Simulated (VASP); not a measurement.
# Sb (P6_3/mmc) in VASP: further runs

Sb is run at these levels: PBE; tasks: single point, relaxation of cell and atoms.

Program: VASP 6.6.1. These are calculated values, not measurements. Logs are shortened: lines on timing, memory, paths and dates and some standing lists are left out, and cuts for length are marked.

## 1. The cell of the first run

The structure is hexagonal, space group P6_3/mmc (No. 194). Conventional cell: a = 3.365 Å, b = 3.365 Å, c = 5.591 Å, α = 90.00°, β = 90.00°, γ = 120.00°. Sb (site symmetry -6m2) has 12 Sb at 3.37 to 3.40 Å within 4.4 Å.

This isn't the form of Sb at room conditions, which is rhombohedral.

## 2. Single point, PBE

INCAR reads:

```
SYSTEM = Sb
PREC = Accurate
ENCUT = 520
EDIFF = 1E-6
ISMEAR = 0
SIGMA = 0.1
LREAL = .False.
LASPH = .True.
NELM = 100
ALGO = Normal
ISIF = 2
LWAVE = .False.
LCHARG = .False.
GGA = PE
NBANDS = 12
```

KPOINTS reads:

```
Automatic mesh
0
Gamma
  18 18 10
  0 0 0
```

POSCAR reads:

```
Sb
1.0
    3.3654005297      0.0000000000      0.0000000000
   -1.6827002649      2.9145223526      0.0000000000
    0.0000000000      0.0000000000      5.5911202699
Sb
2
Direct
    0.3333333333      0.6666666667      0.7500000000
    0.6666666667      0.3333333333      0.2500000000
```

Potentials or basis: VASP PAW PBE potentials, release 64 (Sb).

On the command line:

```console
cat potpaw_PBE.64/Sb/POTCAR > POTCAR
mpirun -np 1 vasp_std > vasp.out
```

OUTCAR:

```text
SYSTEM = Sb
   PREC = Accurate
   ENCUT = 520
   EDIFF = 1E-6
   ISMEAR = 0
   LREAL = .False.
   LASPH = .True.
   NELM = 100
   ISIF = 2
   GGA = PE

 ion  position               nearest neighbor table
   1  0.333  0.667  0.750-   2 3.40   2 3.40   2 3.40   2 3.40   2 3.40   2 3.40
   2  0.667  0.333  0.250-   1 3.40   1 3.40   1 3.40   1 3.40   1 3.40   1 3.40

  LATTYP: Found a hexagonal cell.
 ALAT       =     3.3654005297
 C/A-ratio  =     1.6613535954

  Lattice vectors:

 A1 = (   3.3654005297,   0.0000000000,   0.0000000000)
 A2 = (  -1.6827002649,   2.9145223526,   0.0000000000)
 A3 = (   0.0000000000,   0.0000000000,   5.5911202699)

Analysis of symmetry for initial positions (statically):
=====================================================================
 Subroutine PRICEL returns:
 Original cell was already a primitive cell.

 Routine SETGRP: Setting up the symmetry group for a
 hexagonal supercell.

 Subroutine GETGRP returns: Found 24 space group operations
 (whereof 12 operations were pure point group operations)
 out of a pool of 24 trial point group operations.

The static configuration has the point symmetry D_3d.
 The point group associated with its full space group is D_6h.

Analysis of symmetry for dynamics (positions and initial velocities):
=====================================================================
 Subroutine PRICEL returns:
 Original cell was already a primitive cell.

 Routine SETGRP: Setting up the symmetry group for a
 hexagonal supercell.

 Subroutine GETGRP returns: Found 24 space group operations
 (whereof 12 operations were pure point group operations)
 out of a pool of 24 trial point group operations.

The dynamic configuration has the point symmetry D_3d.
 The point group associated with its full space group is D_6h.

 Subroutine INISYM returns: Found 24 space group operations
 (whereof 12 operations are pure point group operations),
 and found     1 'primitive' translations

----------------------------------------------------------------------------------------

                                     Primitive cell

  volume of cell :      54.8407

  direct lattice vectors                    reciprocal lattice vectors
     3.365400530  0.000000000  0.000000000     0.297141452  0.171554697  0.000000000
    -1.682700265  2.914522353  0.000000000     0.000000000  0.343109395  0.000000000
     0.000000000  0.000000000  5.591120270     0.000000000  0.000000000  0.178855033

  length of vectors
     3.365400530  3.365400530  5.591120270     0.343109395  0.343109395  0.178855033

  position of ions in fractional coordinates (direct lattice)
     0.333333333  0.666666667  0.750000000
     0.666666667  0.333333333  0.250000000

  ion indices of the primitive-cell ions
   primitive index   ion index
                 1           1
                 2           2

----------------------------------------------------------------------------------------

 KPOINTS: Automatic mesh

Automatic generation of k-mesh.
 Grid dimensions read from file:
 generate k-points for:   18   18   10

 Generating k-lattice:

  Cartesian coordinates                     Fractional coordinates (reciprocal lattice)
     0.016507858  0.009530817  0.000000000     0.055555556  0.000000000  0.000000000
     0.000000000  0.019061633  0.000000000     0.000000000  0.055555556  0.000000000
     0.000000000  0.000000000  0.017885503     0.000000000  0.000000000  0.100000000

  Length of vectors
     0.019061633  0.019061633  0.017885503

  Shift w.r.t. Gamma in fractional coordinates (k-lattice)
     0.000000000  0.000000000  0.000000000

 Subroutine IBZKPT returns following result:
 ===========================================

 Found    222 irreducible k-points:

 Following reciprocal coordinates:
            Coordinates               Weight
  0.000000  0.000000  0.000000      1.000000
  0.055556 -0.000000  0.000000      6.000000
  0.111111 -0.000000  0.000000      6.000000
  0.166667  0.000000  0.000000      6.000000
  0.222222 -0.000000  0.000000      6.000000
  0.277778  0.000000  0.000000      6.000000
[... 16 lines left out ...]
  0.333333  0.111111  0.000000     12.000000
  0.388889  0.111111  0.000000     12.000000
 [... further k-points ...]
   k-points           NKPTS =    222   k-points in BZ     NKDIM =    222   number of bands    NBANDS=     12
   number of dos      NEDOS =    301   number of ions     NIONS =      2
   total plane-waves  NPLWV =  32928
   dimension x,y,z NGX =    28 NGY =   28 NGZ =   42
   dimension x,y,z NGXF=    56 NGYF=   56 NGZF=   84
   ions per type =               2
   NGX,Y,Z   is equivalent  to a cutoff of  13.83, 13.83, 12.49 a.u.
   NGXF,Y,Z  is equivalent  to a cutoff of  27.66, 27.66, 24.98 a.u.
 SYSTEM =  Sb
   PREC   = accura    normal or accurate (medium, high low for compatibility)
   ISTART =      0    job   : 0-new  1-cont  2-samecut
   ICHARG =      2    charge: 1-file 2-atom 10-const
   ISPIN  =      1    spin polarized calculation?
   LNONCOLLINEAR =      F non collinear calculations
   LSORBIT =      F    spin-orbit coupling
   LASPH  =      T    aspherical Exc in radial PAW
   ENCUT  =  520.0 eV  38.22 Ry    6.18 a.u.   6.26  6.26 10.40*2*pi/ulx,y,z
   NELM   =    100;   NELMIN=  2; NELMDL= -5     # of ELM steps
   EDIFF  = 0.1E-05   stopping-criterion for ELM
   LREAL  =      F    real-space projection
   EDIFFG = 0.1E-04   stopping-criterion for IOM
   NSW    =      0    number of steps for IOM
   IBRION =     -1    ionic relax: 0-MD 1-quasi-New 2-CG
   NFREE  =      0    steps in history (QN), initial steepest desc. (CG)
   ISIF   =      2    stress and relaxation
   ISYM   =      2    0-nonsym 1-usesym 2-fastsym
   POTIM  = 0.5000    time-step for ionic-motion
   TEBEG  =    0.0;   TEEND  =   0.0 temperature during run
   PSTRESS=    0.0 pullay stress
   NELECT =      10.0000    total number of electrons
   NUPDOWN=      -1.0000    fix difference up-down
   EMIN   =  10.00;   EMAX   =-10.00  energy-range for DOS
   EFERMI =   0.00;   METHOD = LEGACY
   ISMEAR =     0;   SIGMA  =   0.10  broadening in eV -4-tet -1-fermi 0-gaus
   EFERMI_NEDOS =   21; number of points for ismear=-14 and -15
   IALGO  =     38    algorithm
   IMIX   =      4    mixing-type and parameters
     AMIX     =   0.40;   BMIX     =  1.00
     AMIX_MAG =   1.60;   BMIX_MAG =  1.00
  volume/ion in A,a.u.               =      27.42       185.04
  Fermi-wavevector in a.u.,A,eV,Ry     =   0.928340  1.754309 11.725713  0.861816
  Thomas-Fermi vector in A             =   2.054506
   LORBIT       =      0    0 simple, 1 ext, 2 COOP (PROOUT), +10 PAW based schemes
   GGA     = PE    functional components
   LHFCALC =     F    Hartree Fock is set to
   AEXX    =    0.0000 exact exchange contribution
   IVDW    =     0    specifies the selected vdW correction
   LEPSILON=     F    determine dielectric tensor
   LRPA    =     F    only Hartree local field effects (RPA)
 non-spin polarized calculation
 Gauss-broadening in eV      SIGMA  =   0.10
  energy-cutoff  :      520.00
  volume of cell :       54.84
 maximum number of plane-waves:      1497
 NGX is ok and might be reduce to    28
   NGX = 13   NGY = 13   NGZ = 21

 number of electron      10.0000000 magnetization

 Free energy of the ion-electron system (eV)
  ---------------------------------------------------
  ext. energy  EPLUGINS =         0.00000000
  ---------------------------------------------------
  free energy    TOTEN  =        -7.73281493 eV

  energy without entropy =       -7.72777610  energy(sigma->0) =       -7.73029551

 E-fermi :   8.3501     XC(G=0): -10.1517

 val. band max:        8.3357528580   @ k =   0.3333   0.1111   0.3000
 cond. band min:       8.3545771592   @ k =   0.3889   0.1667   0.0000
 fundamental gap:      0.0188243012
 Fermi energy:         8.3501472764

 k-point     1 :       0.0000    0.0000    0.0000
  band No.  band energies     occupation
      1      -4.4946      2.00000
      2      -0.9972      2.00000
      3       2.5641      2.00000
      4      11.9710      0.00000
      5      11.9710      0.00000
      6      13.2992      0.00000
      7      13.4852      0.00000
      8      13.4852      0.00000
      9      16.1168      0.00000
     10      17.2280      0.00000
     11      18.2214      0.00000
     12      18.2214      0.00000

 k-point     2 :       0.0556   -0.0000    0.0000
  band No.  band energies     occupation
      1      -4.4405      2.00000
      2      -0.9491      2.00000
      3       2.6206      2.00000
      4      11.3690      0.00000
      5      11.7486      0.00000
      6      13.1750      0.00000
      7      13.2637      0.00000
      8      13.5352      0.00000
      9      16.4354      0.00000
     10      17.0518      0.00000
     11      18.1140      0.00000
     12      18.2437      0.00000

 k-point     3 :       0.1111   -0.0000    0.0000
  band No.  band energies     occupation
      1      -4.2784      2.00000
      2      -0.8061      2.00000
      3       2.7893      2.00000
      4      10.0981      0.00000
      5      11.2567      0.00000
      6      12.3526      0.00000
      7      13.1259      0.00000
      8      13.5170      0.00000
      9      15.9550      0.00000
     10      17.5219      0.00000
     11      18.0638      0.00000
     12      18.3140      0.00000
[... 286 lines left out ...]
 k-point    23 :       0.3333    0.1111    0.0000
  band No.  band energies     occupation
      1      -1.8116      2.00000
      2       0.7425      2.00000
      3       4.1882      2.00000
      4       5.3142      2.00000
      5       6.3835      2.00000
      6       7.9880      2.00000
      7       9.4424      0.00000
      8      10.7860      0.00000
      9      14.4370      0.00000
     10      14.6804      0.00000
     11      18.3010      0.00000
     12      18.3404      0.00000

 k-point    24 :       0.3889    0.1111    0.0000
  band No.  band energies     occupation
      1      -1.1773      2.00000
      2       0.5914      2.00000
      3       3.9583      2.00000
      4       5.6609      2.00000
      5       5.9405      2.00000
      6       7.6532      2.00000
      7       8.6255      0.00010
      8      10.6187      0.00000
      9      14.2448      0.00000
     10      14.5295      0.00000
     11      18.2265      0.00000
     12      18.6485      0.00000

 [... further k-points ...]

------------------------ aborting loop because EDIFF is reached ----------------------------------------

  FORCE on cell =-STRESS in cart. coord.  units (eV):
  Direction    XX          YY          ZZ          XY          YZ          ZX
  --------------------------------------------------------------------------------------
  -------------------------------------------------------------------------------------
  Total       -0.0484683     -0.0484683     -0.0611941      0.0000000      0.0000000      0.0000000
  in kB       -1.4160076     -1.4160076     -1.7877914      0.0000000      0.0000000      0.0000000
  external PRESSURE =      -1.5399355 kB  Pullay stress =       0.0000000 kB

 VOLUME and BASIS-vectors are now :
 -----------------------------------------------------------------------------
  energy-cutoff  :      520.00
  volume of cell :       54.84
      direct lattice vectors                 reciprocal lattice vectors
     3.365400530  0.000000000  0.000000000     0.297141452  0.171554697  0.000000000
    -1.682700265  2.914522353  0.000000000     0.000000000  0.343109395  0.000000000
     0.000000000  0.000000000  5.591120270     0.000000000  0.000000000  0.178855033

 POSITION                                       TOTAL-FORCE (eV/Angst)
 -----------------------------------------------------------------------------------
     -0.00000      1.94301      4.19334        -0.000000      0.000000      0.000000
      1.68270      0.97151      1.39778         0.000000      0.000000      0.000000
 -----------------------------------------------------------------------------------
    total drift:                                0.000000     -0.000000      0.000000

  FREE ENERGIE OF THE ION-ELECTRON SYSTEM (eV)
  ---------------------------------------------------
  free  energy   TOTEN  =        -7.7328149253 eV

  energy  without entropy=       -7.7277760998  energy(sigma->0) =       -7.73029551
```

Wall time 1.7 min (1 thread of Intel Xeon Platinum 8488C (Sapphire Rapids), shared host); peak memory 0.26 GiB.

Results:

```
Free energy            : -7.7328 eV
Pressure               : -0.2 GPa
Band gap on the k mesh : zero (bands 5 and 6 overlap by 7.60 eV)
```

Levels at points of the mesh, in eV from the Fermi level:
```
           k point  band 3  band 4  band 5  band 6  band 7  band 8
(0.00, 0.00, 0.00)   -5.79    3.62    3.62    4.95    5.14    5.14
(0.50, 0.00, 0.00)   -4.44   -3.21   -2.25   -0.16    0.45    3.48
(0.00, 0.00, 0.50)   -1.07   -1.07    4.37    4.37    4.37    4.37
(0.50, 0.00, 0.50)   -5.28   -5.28    1.57    1.57    1.61    1.61
```

Caveat: spin-orbit coupling is left out, which moves the levels of the heavy elements.

## 3. Relaxation of cell and atoms, PBE

This run uses another cell than the first one, of 27.25 Å³/atom.

INCAR reads:

```
SYSTEM = Sb
PREC = Accurate ; ENCUT = 600
EDIFF = 1E-6 ; ISMEAR = 0
SIGMA = 0.1 ; LREAL = .FALSE.
LASPH = .TRUE. ; NELM = 80
ALGO = Normal ; ISIF = 3
LWAVE = .FALSE. ; LCHARG = .FALSE.
GGA = PE ; IBRION = 2
NSW = 100 ; EDIFFG = -0.01
```

KPOINTS reads:

```
regular mesh
0
G
  18 18 10
  0 0 0
```

POSCAR reads:

```
Sb
1.0
    3.3531125711      0.0000000000      0.0000000000
   -1.6765562856      2.9038806683      0.0000000000
    0.0000000000      0.0000000000      5.5964889264
Sb
2
Direct
    0.3333333333      0.6666666667      0.7500000000
    0.6666666667      0.3333333333      0.2500000000
```

Potentials or basis: VASP PAW PBE potentials, release 64 (Sb).

On the command line:

```console
cat potpaw_PBE.64/Sb/POTCAR > POTCAR
mpirun -np 1 vasp_std > vasp.out
```

Run time: 3.2 min. Hardware: 1 thread of Intel Xeon Platinum 8488C (Sapphire Rapids), shared host; peak memory 0.29 GiB.

Results (log left out):

```
Free energy                           : -7.7330 eV
Relaxed volume                        : 27.36 Å³/atom
Relaxed cell                          : a = 3.363 Å, b = 3.363 Å, c = 5.587 Å, α = 90.00°, β = 90.00°, γ = 120.00°
Space group after relaxing (to 0.1 Å) : P6_3/mmc (No. 194)
Energy gained by relaxing             : 0.2 meV/atom
Ionic steps                           : 4
Pressure after relaxing               : 0.0 GPa
Band gap on the k mesh                : zero (bands 5 and 6 overlap by 7.62 eV)
```

Step by step:
| step | energy change (eV) | largest force (eV/Å) | pressure (GPa) | volume (Å³) |
| --- | --- | --- | --- | --- |
| 1 | 0.0000 | 0.0000 | 0.25 | 54.49 |
| 2 | -0.0003 | 0.0000 | -0.14 | 54.83 |
| 3 | -0.0003 | 0.0000 | -0.07 | 54.77 |
| 4 | -0.0004 | 0.0000 | -0.02 | 54.71 |

Final structure:
```
Sb
1.0
     3.36281    0.00000    0.00000
    -1.68140    2.91228    0.00000
     0.00000    0.00000    5.58686
Sb
2
Direct
  0.33333 0.66667 0.75000
  0.66667 0.33333 0.25000
```

Levels at points of the mesh, in eV from the Fermi level:
```csv
k point,band 2,band 3,band 4,band 5,band 6,band 7,band 8,band 9
"(0.00, 0.00, 0.00)",-9.35,-5.80,3.63,3.63,4.97,5.15,5.15,7.78
"(0.50, 0.00, 0.00)",-8.07,-4.45,-3.22,-2.26,-0.16,0.45,3.49,4.49
"(0.00, 0.00, 0.50)",-11.70,-1.07,-1.07,4.38,4.38,4.38,4.38,8.67
"(0.50, 0.00, 0.50)",-8.51,-5.29,-5.29,1.58,1.58,1.61,1.61,5.74
```

Caveat: spin-orbit coupling is left out, which moves the levels of the heavy elements.
